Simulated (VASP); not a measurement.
Wanted: the native input for a VASP 6.6.1 run.

```yaml
Task: single point
Functional: revPBE
Potentials_or_basis: VASP PAW PBE potentials, release 64 (Sr_sv, O)
Cutoff: 520 eV
k_mesh: 9 × 9 × 9
Occupations: fermi-dirac, width 0.05 eV
Spin: no spin polarisation
Dipole_correction: no
Further_INCAR_settings: ALGO = Normal; EDIFF = 1e-07; NBANDS = 15
```

The structure of SrO lies in POSCAR:

```
SrO
1.0
    0.0000000000      2.6204336350      2.6204336350
    2.6204336350      0.0000000000      2.6204336350
    2.6204336350      2.6204336350      0.0000000000
Sr O
1 1
Direct
    0.5000000000      0.5000000000      0.5000000000
    0.0000000000      0.0000000000      0.0000000000
```

The input as run:

INCAR

```
ALGO = Normal ; EDIFF = 1E-7
ENCUT = 520 ; GGA = RE
ISIF = 2 ; ISMEAR = -1
LASPH = T ; LCHARG = T
LELF = T ; LREAL = F
LVHAR = T ; LWAVE = F
NBANDS = 15 ; NELM = 80
PREC = Accurate ; SIGMA = 0.05
```

KPOINTS

```
k-points
0
Gamma
  9 9 9
```

Potentials or basis: VASP PAW PBE potentials, release 64 (Sr_sv, O).

The run is started by

```bash
$ cat potpaw_PBE.64/Sr_sv/POTCAR potpaw_PBE.64/O/POTCAR > POTCAR
$ mpirun -np 1 vasp_std > vasp.out
```

Results of the run:

* Pressure: 0.4 GPa
* Band gap on the k mesh: 3.43 eV (least direct gap 3.56 eV)

Caveat: the PAW data sets were made with another functional, which shifts forces and pressure a little; an odd mesh through Γ misses points on the zone boundary, where band edges can lie.

Run time: 20 s on 1 thread of Intel(R) Xeon(R) Platinum 8259CL CPU @ 2.50GHz (Skylake/Cascade Lake) (shared host), peak memory 0.16 GiB.
